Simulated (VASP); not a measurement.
# SiC (P6_3mc) in VASP: notebook

The runs below take SiC through single point, with PBEsol.

Program: VASP 6.6.1. These are calculated values, not measurements. Logs are shortened: lines on timing, memory, paths and dates and some standing lists are left out, and cuts for length are marked.

## Step 1: The cell of the first run

Symmetry: P6_3mc, No. 186, hexagonal system. Conventional cell: a = 3.076 Å, b = 3.076 Å, c = 5.149 Å, α = 90.00°, β = 90.00°, γ = 120.00°. Within 2.5 Å of Si (site symmetry 3m) lie 4 C at 1.87 to 1.98 Å. Within 2.5 Å of C (site symmetry 3m) lie 4 Si at 1.87 to 1.98 Å.

## Step 2: Single point, PBEsol (zz strain of +2 %)

The input, INCAR:

```
PREC = Accurate
ENCUT = 520
EDIFF = 1E-6
ISMEAR = -1
SIGMA = 0.08
LREAL = False
LASPH = True
NELM = 80
ALGO = Normal
ISIF = 2
LWAVE = False
LCHARG = False
GGA = PS
NBANDS = 16
```

The input, KPOINTS:

```
Automatic mesh
0
Gamma
  15 15 8
```

The input, POSCAR:

```
SiC
1.0
    3.0759982064      0.0000000000      0.0000000000
   -1.5379991032      2.6638925888      0.0000000000
    0.0000000000      0.0000000000      5.1489600000
Si C
2 2
Direct
    0.3333333333      0.6666666667      0.0000000000
    0.6666666667      0.3333333333      0.5000000000
    0.3333333333      0.6666666667      0.3850000000
    0.6666666667      0.3333333333      0.8850000000
```

Potentials or basis: VASP PAW PBE potentials, release 64 (Si, C).

Launch:

```console
$ cat potpaw_PBE.64/Si/POTCAR potpaw_PBE.64/C/POTCAR > POTCAR
$ mpirun -np 1 vasp_std > vasp.out
```

OUTCAR:

```text
PREC = Accurate
   ENCUT = 520
   EDIFF = 1E-6
   ISMEAR = -1
   LREAL = False
   LASPH = True
   NELM = 80
   ISIF = 2
   GGA = PS

 ion  position               nearest neighbor table
   1  0.333  0.667  0.000-   4 1.87   4 1.87   4 1.87   3 1.98   2 3.13   2 3.13   2 3.13   2 3.13
                             2 3.13   2 3.13
   2  0.667  0.333  0.500-   3 1.87   3 1.87   3 1.87   4 1.98   1 3.13   1 3.13   1 3.13   1 3.13
                             1 3.13   1 3.13
   3  0.333  0.667  0.385-   2 1.87   2 1.87   2 1.87   1 1.98
   4  0.667  0.333  0.885-   1 1.87   1 1.87   1 1.87   2 1.98

  LATTYP: Found a hexagonal cell.
 ALAT       =     3.0759982064
 C/A-ratio  =     1.6739151503

  Lattice vectors:

 A1 = (   3.0759982064,   0.0000000000,   0.0000000000)
 A2 = (  -1.5379991032,   2.6638925888,   0.0000000000)
 A3 = (   0.0000000000,   0.0000000000,   5.1489600000)

Analysis of symmetry for initial positions (statically):
=====================================================================
 Subroutine PRICEL returns:
 Original cell was already a primitive cell.

 Routine SETGRP: Setting up the symmetry group for a
 hexagonal supercell.

 Subroutine GETGRP returns: Found 12 space group operations
 (whereof  6 operations were pure point group operations)
 out of a pool of 24 trial point group operations.

The static configuration has the point symmetry C_3v.
 The point group associated with its full space group is C_6v.

Analysis of symmetry for dynamics (positions and initial velocities):
=====================================================================
 Subroutine PRICEL returns:
 Original cell was already a primitive cell.

 Routine SETGRP: Setting up the symmetry group for a
 hexagonal supercell.

 Subroutine GETGRP returns: Found 12 space group operations
 (whereof  6 operations were pure point group operations)
 out of a pool of 24 trial point group operations.

The dynamic configuration has the point symmetry C_3v.
 The point group associated with its full space group is C_6v.

 Subroutine INISYM returns: Found 12 space group operations
 (whereof  6 operations are pure point group operations),
 and found     1 'primitive' translations

----------------------------------------------------------------------------------------

                                     Primitive cell

  volume of cell :      42.1912

  direct lattice vectors                    reciprocal lattice vectors
     3.075998206  0.000000000  0.000000000     0.325097719  0.187695255  0.000000000
[... 89 lines left out ...]
   NELM   =     80;   NELMIN=  2; NELMDL= -5     # of ELM steps
   EDIFF  = 0.1E-05   stopping-criterion for ELM
   LREAL  =      F    real-space projection
   EDIFFG = 0.1E-04   stopping-criterion for IOM
   NSW    =      0    number of steps for IOM
   IBRION =     -1    ionic relax: 0-MD 1-quasi-New 2-CG
   NFREE  =      0    steps in history (QN), initial steepest desc. (CG)
   ISIF   =      2    stress and relaxation
   ISYM   =      2    0-nonsym 1-usesym 2-fastsym
   POTIM  = 0.5000    time-step for ionic-motion
   TEBEG  =    0.0;   TEEND  =   0.0 temperature during run
   PSTRESS=    0.0 pullay stress
   NELECT =      16.0000    total number of electrons
   NUPDOWN=      -1.0000    fix difference up-down
   EMIN   =  10.00;   EMAX   =-10.00  energy-range for DOS
   EFERMI =   0.00;   METHOD = LEGACY
   ISMEAR =    -1;   SIGMA  =   0.08  broadening in eV -4-tet -1-fermi 0-gaus
   EFERMI_NEDOS =   21; number of points for ismear=-14 and -15
   IALGO  =     38    algorithm
   IMIX   =      4    mixing-type and parameters
     AMIX     =   0.40;   BMIX     =  1.00
     AMIX_MAG =   1.60;   BMIX_MAG =  1.00
  volume/ion in A,a.u.               =      10.55        71.18
  Fermi-wavevector in a.u.,A,eV,Ry     =   1.184970  2.239269 19.104677  1.404154
  Thomas-Fermi vector in A             =   2.321173
   LORBIT       =      0    0 simple, 1 ext, 2 COOP (PROOUT), +10 PAW based schemes
   GGA     = PS    functional components
   LHFCALC =     F    Hartree Fock is set to
   AEXX    =    0.0000 exact exchange contribution
   IVDW    =     0    specifies the selected vdW correction
   LEPSILON=     F    determine dielectric tensor
   LRPA    =     F    only Hartree local field effects (RPA)
 non-spin polarized calculation
  energy-cutoff  :      520.00
  volume of cell :       42.19
 maximum number of plane-waves:      1172
 NGX is ok and might be reduce to    24
   NGX = 11   NGY = 11   NGZ = 19

 number of electron      15.9999999 magnetization

 Free energy of the ion-electron system (eV)
  ---------------------------------------------------
  ext. energy  EPLUGINS =         0.00000000
  ---------------------------------------------------
  free energy    TOTEN  =       -31.74719531 eV

  energy without entropy =      -31.74719530  energy(sigma->0) =      -31.74719530

 E-fermi :   9.2037     XC(G=0): -11.4126

 val. band max:        8.0435812474   @ k =   0.0000   0.0000   0.0000
 cond. band min:      10.2831491291   @ k =   0.3333   0.3333   0.0000
 fundamental gap:      2.2395678817
 Fermi energy:         9.2037149887

 k-point     1 :       0.0000    0.0000    0.0000
  band No.  band energies     occupation
      1      -7.4584      2.00000
      2      -4.1592      2.00000
      3      -0.5295      2.00000
      4       6.6939      2.00000
      5       6.6939      2.00000
      6       7.8723      2.00000
[... 433 lines left out ...]
      3       0.5947      2.00000
      4       1.7447      2.00000
      5       2.4012      2.00000
      6       3.4373      2.00000
[... 8 lines left out ...]
     15      18.6997      0.00000
     16      19.9291      0.00000

 [... further k-points ...]
[... 5 lines left out ...]
  --------------------------------------------------------------------------------------
  -------------------------------------------------------------------------------------
  Total        0.3893030      0.3893030     -3.2201489      0.0000000      0.0000000      0.0000000
  in kB       14.7834569     14.7834569   -122.2824761      0.0000000      0.0000000      0.0000000
  external PRESSURE =     -30.9051874 kB  Pullay stress =       0.0000000 kB

 VOLUME and BASIS-vectors are now :
 -----------------------------------------------------------------------------
  energy-cutoff  :      520.00
  volume of cell :       42.19
      direct lattice vectors                 reciprocal lattice vectors
     3.075998206  0.000000000  0.000000000     0.325097719  0.187695255  0.000000000
    -1.537999103  2.663892589  0.000000000     0.000000000  0.375390511  0.000000000
     0.000000000  0.000000000  5.148960000     0.000000000  0.000000000  0.194213977

 POSITION                                       TOTAL-FORCE (eV/Angst)
 -----------------------------------------------------------------------------------
     -0.00000      1.77593      0.00000         0.000000     -0.000000      0.835011
      1.53800      0.88796      2.57448         0.000000      0.000000      0.835011
     -0.00000      1.77593      1.98235        -0.000000     -0.000000     -0.835011
      1.53800      0.88796      4.55683         0.000000     -0.000000     -0.835011
 -----------------------------------------------------------------------------------
    total drift:                               -0.000000      0.000000     -0.000399

  FREE ENERGIE OF THE ION-ELECTRON SYSTEM (eV)
  ---------------------------------------------------
  free  energy   TOTEN  =       -31.7471953078 eV

  energy  without entropy=      -31.7471952958  energy(sigma->0) =      -31.74719530
```

OSZICAR:

```text
N       E                     dE             d eps       ncg     rms          rms(c)
DAV:   1     0.229024412078E+02    0.22902E+02   -0.71053E+03  4320   0.893E+02
DAV:   2    -0.327853872635E+02   -0.55688E+02   -0.50595E+02  6136   0.156E+02
DAV:   3    -0.352677675166E+02   -0.24824E+01   -0.24726E+01  5664   0.302E+01
DAV:   4    -0.352861999863E+02   -0.18432E-01   -0.18429E-01  5336   0.319E+00
DAV:   5    -0.352863843333E+02   -0.18435E-03   -0.18434E-03  5680   0.301E-01    0.122E+01
DAV:   6    -0.318712089100E+02    0.34152E+01   -0.59332E+00  5504   0.149E+01    0.555E+00
DAV:   7    -0.317792623066E+02    0.91947E-01   -0.10107E+00  6168   0.584E+00    0.239E+00
DAV:   8    -0.317505041124E+02    0.28758E-01   -0.52972E-02  5064   0.141E+00    0.580E-01
DAV:   9    -0.317470406712E+02    0.34634E-02   -0.68961E-03  5488   0.557E-01    0.115E-01
DAV:  10    -0.317471874679E+02   -0.14680E-03   -0.71591E-04  5336   0.160E-01    0.538E-02
DAV:  11    -0.317471955731E+02   -0.81052E-05   -0.35893E-05  5488   0.441E-02    0.121E-02
DAV:  12    -0.317471953078E+02    0.26530E-06   -0.33968E-06  5296   0.123E-02
   1 F= -.31747195E+02 E0= -.31747195E+02  d E =-.120073E-07
```

Run time: 23 s. Hardware: 1 thread of Intel Xeon 6975P-C (Granite Rapids), shared host; peak memory 0.2 GiB.

What came out:

| Property | Result |
| --- | --- |
| Free energy | -31.7472 eV |
| Pressure | -3.1 GPa |
| Largest force | 0.835 eV/Å |
| Band gap on the k mesh | 2.24 eV, indirect (least direct gap 4.11 eV) |

Forces in eV/Å, atoms in the order of the input:
```
Si   0.000  0.000  0.835
Si   0.000  0.000  0.835
C    0.000  0.000 -0.835
C    0.000  0.000 -0.835
```

Caveat: the cell differs from its parent crystal (zz strain of +2 %); the PAW data sets were made with another functional, which shifts forces and pressure a little. A k mesh can miss the band edges.

## Step 3: Single point, PBEsol (zz strain of +3 %)

The input, INCAR:

```
SYSTEM = SiC
ALGO = Normal
EDIFF = 1E-6
ENCUT = 520
GGA = PS
ISIF = 2
ISMEAR = -1
LASPH = .TRUE.
LCHARG = .FALSE.
LREAL = .FALSE.
LWAVE = .FALSE.
NBANDS = 16
NELM = 60
PREC = Accurate
SIGMA = 0.08
```

The input, KPOINTS:

```
k-points
0
G
  15 15 8
  0 0 0
```

POSCAR, as its differences from that of step 2:

```diff
@@ -4,3 +4,3 @@
    -1.5379991032      2.6638925888      0.0000000000
-    0.0000000000      0.0000000000      5.1489600000
+    0.0000000000      0.0000000000      5.1994400000
 Si C
```

Potentials or basis: VASP PAW PBE potentials, release 64 (Si, C).

Launch:

```console
$ cat potpaw_PBE.64/Si/POTCAR potpaw_PBE.64/C/POTCAR > POTCAR
$ mpirun -np 1 vasp_std > vasp.out
```

It took 23 s on 1 thread of Intel Xeon 6975P-C (Granite Rapids), shared host; peak memory 0.2 GiB.

Results (log left out):

* Free energy: -31.7102 eV
* Pressure: -4.7 GPa
* Largest force: 0.850 eV/Å
* Band gap on the k mesh: 2.28 eV, indirect (least direct gap 4.18 eV)

Forces on the atoms (eV/Å):
```
Si   0.000  0.000  0.850
Si   0.000  0.000  0.850
C    0.000  0.000 -0.850
C    0.000  0.000 -0.850
```

Stress tensor (GPa, compression positive):
```
  1.12   0.00   0.00
  0.00   1.12   0.00
  0.00   0.00 -16.45
```

Levels at points of the mesh, in eV from the valence-band top:
| k point | band 4 | band 5 | band 6 | band 7 | band 8 | band 9 | band 10 | band 11 | band 12 | band 13 |
| --- | --- | --- | --- | --- | --- | --- | --- | --- | --- | --- |
| (0.00, 0.00, 0.00) | -1.25 | -1.25 | -0.12 | -0.12 | 0.00 | 4.91 | 5.24 | 6.64 | 6.64 | 7.44 |
| (0.00, 0.00, 0.50) | -4.51 | -0.72 | -0.72 | -0.72 | -0.72 | 5.86 | 5.86 | 7.28 | 7.28 | 7.28 |

Caveat: the cell differs from its parent crystal (zz strain of +3 %); the PAW data sets were made with another functional, which shifts forces and pressure a little. A k mesh can miss the band edges.

## Step 4: Single point, PBEsol (volume scaled by 0.94)

The input, INCAR:

```
SYSTEM = SiC
ALGO = Normal ; EDIFF = 1E-6
ENCUT = 520 ; GGA = PS
ISIF = 2 ; ISMEAR = -1
LASPH = .TRUE. ; LCHARG = .FALSE.
LREAL = .FALSE. ; LWAVE = .FALSE.
NBANDS = 16 ; NELM = 60
PREC = Accurate ; SIGMA = 0.08
```

KPOINTS is that of step 3.

The input, POSCAR:

```
SiC
1.0
    3.0132051134      0.0000000000      0.0000000000
   -1.5066025567      2.6095121751      0.0000000000
    0.0000000000      0.0000000000      4.9449506768
Si C
2 2
Direct
    0.3333333333      0.6666666667      0.0000000000
    0.6666666667      0.3333333333      0.5000000000
    0.3333333333      0.6666666667      0.3850000000
    0.6666666667      0.3333333333      0.8850000000
```

Potentials or basis: VASP PAW PBE potentials, release 64 (Si, C).

Launch:

```console
$ cat potpaw_PBE.64/Si/POTCAR potpaw_PBE.64/C/POTCAR > POTCAR
$ mpirun -np 1 vasp_std > vasp.out
```

OUTCAR:

```text
SYSTEM = SiC
   EDIFF = 1E-6
   ENCUT = 520
   GGA = PS
   ISIF = 2
   ISMEAR = -1
   LASPH = .TRUE.
   LREAL = .FALSE.
   NELM = 60
   PREC = Accurate

 ion  position               nearest neighbor table
   1  0.333  0.667  0.000-   4 1.83   4 1.83   4 1.83   3 1.90   2 3.02   2 3.02   2 3.02   2 3.02
                             2 3.02   2 3.02
   2  0.667  0.333  0.500-   3 1.83   3 1.83   3 1.83   4 1.90   1 3.02   1 3.02   1 3.02   1 3.02
                             1 3.02   1 3.02
   3  0.333  0.667  0.385-   2 1.83   2 1.83   2 1.83   1 1.90
   4  0.667  0.333  0.885-   1 1.83   1 1.83   1 1.83   2 1.90

[... 660 lines left out ...]
  -------------------------------------------------------------------------------------
  Total        4.5654079      4.5654079      2.6716769      0.0000000      0.0000000      0.0000000
  in kB      188.1222577    188.1222577    110.0891512      0.0000000      0.0000000      0.0000000
  external PRESSURE =     162.1112222 kB  Pullay stress =       0.0000000 kB

 VOLUME and BASIS-vectors are now :
 -----------------------------------------------------------------------------
  energy-cutoff  :      520.00
  volume of cell :       38.88
      direct lattice vectors                 reciprocal lattice vectors
     3.013205113  0.000000000  0.000000000     0.331872529  0.191606694  0.000000000
    -1.506602557  2.609512175  0.000000000     0.000000000  0.383213387  0.000000000
     0.000000000  0.000000000  4.944950677     0.000000000  0.000000000  0.202226486

 POSITION                                       TOTAL-FORCE (eV/Angst)
 -----------------------------------------------------------------------------------
     -0.00000      1.73967      0.00000         0.000000      0.000000      0.854242
      1.50660      0.86984      2.47248        -0.000000     -0.000000      0.854242
     -0.00000      1.73967      1.90381         0.000000     -0.000000     -0.854242
      1.50660      0.86984      4.37628        -0.000000      0.000000     -0.854242
 -----------------------------------------------------------------------------------
    total drift:                               -0.000000      0.000000     -0.000152

  FREE ENERGIE OF THE ION-ELECTRON SYSTEM (eV)
  ---------------------------------------------------
  free  energy   TOTEN  =       -31.6609129880 eV

  energy  without entropy=      -31.6609129578  energy(sigma->0) =      -31.66091297
```

It took 37 s on 1 thread of Intel Xeon 6975P-C, shared host; peak memory 0.2 GiB.

Results:

```
Free energy            : -31.6609 eV
Pressure               : 16.2 GPa
Largest force          : 0.854 eV/Å
Band gap on the k mesh : 2.04 eV, indirect (least direct gap 4.10 eV)
```

Forces on the atoms (eV/Å):
```
Si   0.000  0.000  0.854
Si   0.000  0.000  0.854
C    0.000  0.000 -0.854
C    0.000  0.000 -0.854
```

Levels at points of the mesh, in eV from the valence-band top:
```csv
k point,band 5,band 6,band 7,band 8,band 9,band 10,band 11,band 12
"(0.00, 0.00, 0.00)",-1.58,-0.27,-0.27,0.00,5.12,6.60,6.80,6.80
"(0.00, 0.00, 0.50)",-0.97,-0.97,-0.97,-0.97,6.20,6.20,7.44,7.44
```

Caveat: the PAW data sets were made with another functional, which shifts forces and pressure a little. A k mesh can miss the band edges.

## Step 5: Single point, PBEsol (volume scaled by 0.98)

The input, INCAR:

```
ALGO = Normal
EDIFF = 1E-6
ENCUT = 520
GGA = PS
ISIF = 2
ISMEAR = -1
LASPH = T
LCHARG = F
LREAL = F
LWAVE = F
NBANDS = 16
NELM = 100
PREC = Accurate
SIGMA = 0.08
```

The input, KPOINTS:

```
k-points
0
Gamma
  15 15 8
```

The input, POSCAR:

```
SiC
1.0
    3.0553533011      0.0000000000      0.0000000000
   -1.5276766505      2.6460135763      0.0000000000
    0.0000000000      0.0000000000      5.0141197845
Si C
2 2
Direct
    0.3333333333      0.6666666667      0.0000000000
    0.6666666667      0.3333333333      0.5000000000
    0.3333333333      0.6666666667      0.3850000000
    0.6666666667      0.3333333333      0.8850000000
```

Launch:

```console
$ cat potpaw_PBE.64/Si/POTCAR potpaw_PBE.64/C/POTCAR > POTCAR
$ mpirun -np 1 vasp_std > vasp.out
```

Run time: 40 s. Hardware: 1 thread of Intel Xeon 6975P-C, shared host; peak memory 0.2 GiB.

Results (log left out):

| Item | Value |
| --- | --- |
| Free energy | -31.7707 eV |
| Pressure | 5.3 GPa |
| Largest force | 0.784 eV/Å |
| Band gap on the k mesh | 2.12 eV, indirect (least direct gap 4.01 eV) |

Forces in eV/Å, atoms in the order of the input:
```
Si   0.000  0.000  0.784
Si   0.000  0.000  0.784
C    0.000  0.000 -0.784
C    0.000  0.000 -0.784
```

Stress tensor (GPa, compression positive):
```
7.25 0.00 0.00
0.00 7.25 0.00
0.00 0.00 1.44
```

Levels at points of the mesh, in eV from the valence-band top:
| k point | band 6 | band 7 | band 8 | band 9 | band 10 | band 11 |
| --- | --- | --- | --- | --- | --- | --- |
| (0.00, 0.00, 0.00) | -0.27 | -0.27 | 0.00 | 4.75 | 6.18 | 6.55 |
| (0.00, 0.00, 0.50) | -0.97 | -0.97 | -0.97 | 5.83 | 5.83 | 7.21 |

Caveat: the PAW data sets were made with another functional, which shifts forces and pressure a little.

## Step 6: Summary

```tsv
cell	gap on the mesh (eV)	pressure (GPa)	largest force (eV/Å)
a = 3.076, b = 3.076, c = 5.149 Å, angles 90.0, 90.0, 120.0°, 4 atoms	2.24	-3.1	0.84
a = 3.076, b = 3.076, c = 5.199 Å, angles 90.0, 90.0, 120.0°, 4 atoms	2.28	-4.7	0.85
a = 3.013, b = 3.013, c = 4.945 Å, angles 90.0, 90.0, 120.0°, 4 atoms	2.04	16.2	0.85
a = 3.055, b = 3.055, c = 5.014 Å, angles 90.0, 90.0, 120.0°, 4 atoms	2.12	5.3	0.78
```

Alike in all rows: task single point; level PBEsol; potentials or basis VASP PAW PBE potentials, release 64 (Si, C); no spin polarisation; k mesh 15 × 15 × 8; cutoff (eV) 520; smearing fermi-dirac 0.08 eV.

Caveats: the PAW data sets were made with another functional, which shifts forces and pressure a little.

Absolute energies hang on the potentials; compare differences alone.
